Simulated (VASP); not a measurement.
Set up this calculation in VASP 6.6.1, as the native input.

```
Task                   : single point
Functional             : PBEsol
Potentials or basis    : VASP PAW PBE potentials, release 64 (Ti_sv)
Cutoff                 : 520 eV
k mesh                 : 20 × 20 × 20
Occupations            : gaussian, width 0.15 eV
Spin                   : no spin polarisation
Dipole correction      : no
Further INCAR settings : ALGO = Fast; EDIFF = 1e-06; NBANDS = 12
```

The structure of Ti lies in POSCAR:

```
Ti
1.0
   -1.7226735327      1.7226735327      1.6851979404
    1.7226735327     -1.7226735327      1.6851979404
    1.4872273061      1.4872273061     -1.6851979404
Ti
1
Direct
    0.0000000000      0.0000000000      0.0000000000
```

This cell differs from its parent crystal: engineering shear strain xy -0.1467, normal strain along z +0.0500.

One way to write it, as run:

INCAR

```
  PREC = Accurate
  ENCUT = 520
  EDIFF = 1E-6
  ISMEAR = 0
  SIGMA = 0.15
  LREAL = False
  LASPH = True
  NELM = 60
  ALGO = Fast
  ISIF = 2
  LWAVE = False
  LCHARG = False
  GGA = PS
  NBANDS = 12
```

KPOINTS

```
Automatic mesh
0
Gamma
  20 20 20
```

Potentials or basis: VASP PAW PBE potentials, release 64 (Ti_sv).

Launch:

```sh
$ cat potpaw_PBE.64/Ti_sv/POTCAR > POTCAR
$ mpirun -np 1 vasp_std > vasp.out
```

It gave:

- Pressure: -4.9 GPa
- Band gap on the k mesh: zero (band 6 reaches 8.88 eV, above the bottom of band 7 at 7.40 eV)

Caveat: the cell differs from its parent crystal (engineering shear strain xy -0.1467, normal strain along z +0.0500); the PAW data sets were made with another functional, which shifts forces and pressure a little.

Run time: 110 s on 1 thread of Intel(R) Xeon(R) 6975P-C (Granite Rapids), on a shared host, peak memory 0.34 GiB.
